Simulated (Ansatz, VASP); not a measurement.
# Two plane-wave programs on BAs

Contents of INCAR:

```
SYSTEM = BAs
ALGO = Normal
EDIFF = 1E-6
ENCUT = 500
GGA = PE
GGA_COMPAT = .False.
ISIF = 2
ISMEAR = 0
LASPH = .True.
LCHARG = .True.
LELF = .True.
LREAL = .False.
LVHAR = .True.
LWAVE = .False.
NBANDS = 11
NELM = 120
PREC = Accurate
SIGMA = 0.01
```

Contents of KPOINTS:

```
k-points
0
Gamma
  2 2 2
  0 0 0
```

POSCAR

```
BAs
1.0
    0.0000000000      2.3918698977      2.3918698977
    2.3918698977      0.0000000000      2.3918698977
    2.3918698977      2.3918698977      0.0000000000
B As
1 1
Direct
    0.0000000000      0.0000000000      0.0000000000
    0.2500000000      0.2500000000      0.2500000000
```

Input for Ansatz:

```yaml
crystal:
  lattice:
    - [0.0, 2.3918698977, 2.3918698977]
    - [2.3918698977, 0.0, 2.3918698977]
    - [2.3918698977, 2.3918698977, 0.0]
  atoms:
    - { symbol: B, position: [0.0, 0.0, 0.0] }
    - { symbol: As, position: [0.25, 0.25, 0.25] }
kpoints:
  mp_grid: { grid: [2, 2, 2] }
hamiltonian:
  xc: pbe
scf:
  occupations: { method: fixed }
  n_extra_bands: 4
output:
  forces: true
  stress: true
  eigenvalues: true
```

Alike in both runs: task single point; functional PBE; k mesh 2 × 2 × 2; no spin polarisation.

|  | VASP | Ansatz |
| --- | --- | --- |
| version | VASP 6.6.1 | Ansatz 0.2.0 |
| potentials or method | VASP PAW PBE potentials, release 64 (B, As) | plane waves |
| plane-wave cutoff (eV) | 500 | 420 |
| occupations | gaussian, width 0.01 eV | fixed |
| valence electrons in the cell | 8 | 18 |

Ansatz gave:

- gap on the k mesh at the Fermi level (eV): 1.30
- pressure (GPa): 14.0

**Question.** Estimate VASP's values.

**Answer.** gap on the k mesh at the Fermi level (eV): 1.29; pressure (GPa): 14.7.

VASP's potentials hold 8 valence electrons a cell and Ansatz's 18, so a difference there can come from the potentials and not from the codes.

The k mesh is coarse, so the values compare programs but aren't converged.
